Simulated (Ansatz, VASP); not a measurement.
PbSe: VASP beside Ansatz

The input INCAR:

```
PREC = Accurate
ENCUT = 520
EDIFF = 1E-6
ISMEAR = -1
SIGMA = 0.01
LREAL = False
LASPH = True
NELM = 150
ALGO = Normal
ISIF = 2
LWAVE = False
LCHARG = False
LNONCOLLINEAR = True
MAGMOM = 0 0 0 0 0 0
LORBIT = 11
LSORBIT = True
GGA_COMPAT = False
LORBMOM = True
GGA = PS
NBANDS = 32
```

KPOINTS

```
regular mesh
0
Gamma
  12 12 12
```

POSCAR

```
PbSe
1.0
    0.0000000000      3.0514739670      3.0514739670
    3.0514739670      0.0000000000      3.0514739670
    3.0514739670      3.0514739670      0.0000000000
Pb Se
1 1
Direct
    0.0000000000      0.0000000000      0.0000000000
    0.5000000000      0.5000000000      0.5000000000
```

Input for Ansatz:

```yaml
crystal:
  lattice:
    - [0.0, 3.05147396705, 3.05147396705]
    - [3.05147396705, 0.0, 3.05147396705]
    - [3.05147396705, 3.05147396705, 0.0]
  atoms:
    - { symbol: Pb, position: [0.0, 0.0, 0.0] }
    - { symbol: Se, position: [0.5, 0.5, 0.5] }
kpoints:
  mp_grid: { grid: [12, 12, 12] }
scf:
  occupations: { method: fermi_dirac, width: 0.01 }
  convergence: { dr2_threshold: 1.0e-10 }
hamiltonian:
  xc: pbesol
  pseudopotentials: { kind: all_electron, lapw: { basis_error: 0.0005 } }
magnetization:
  noncollinear: true
  spin_orbit: true
output:
  forces: true
  stress: true
  eigenstates:
    kpoints:
      - [0.0, 0.0, 0.0]
      - [0.0, -0.5, 0.0]
      - [-0.5, 0.0, 0.0]
      - [0.0, 0.0, -0.5]
      - [-0.5, -0.5, -0.5]
      - [0.0, -0.20029925, 0.200299234]
      - [-0.20029925, 0.0, 0.200299234]
      - [-0.20029925, 0.200299234, 0.0]
      - [-0.20029925, -0.400598485, -0.20029925]
      - [-0.20029925, -0.20029925, -0.400598485]
      - [-0.400598485, -0.20029925, -0.20029925]
      - [-0.5, 0.0, -0.5]
      - [0.0, -0.5, -0.5]
      - [-0.5, -0.5, 0.0]
  eigenvalues: true
```

Change from the starting cell: unstrained.

Alike in both runs: task single point; functional PBEsol; k mesh 12 × 12 × 12; occupations fermi-dirac, width 0.01 eV; non-collinear spin, spin-orbit coupling.

```csv
,VASP,Ansatz
version,VASP 6.6.1,Ansatz 0.2.0
potentials or method,"VASP PAW PBE potentials, release 64 (Pb_d, Se), cutoff 520 eV",all-electron LAPW
```

|  | VASP | Ansatz | Ansatz less VASP |
| --- | --- | --- | --- |
| pressure (GPa) | -0.3 | -0.4 | -0.12 |
| net moment per atom (μB) | 0.00 | 0.00 | 0.000 |

VASP's potentials were made for PBE, not for PBEsol. Ansatz ran all-electron here, and VASP with PAW potentials.
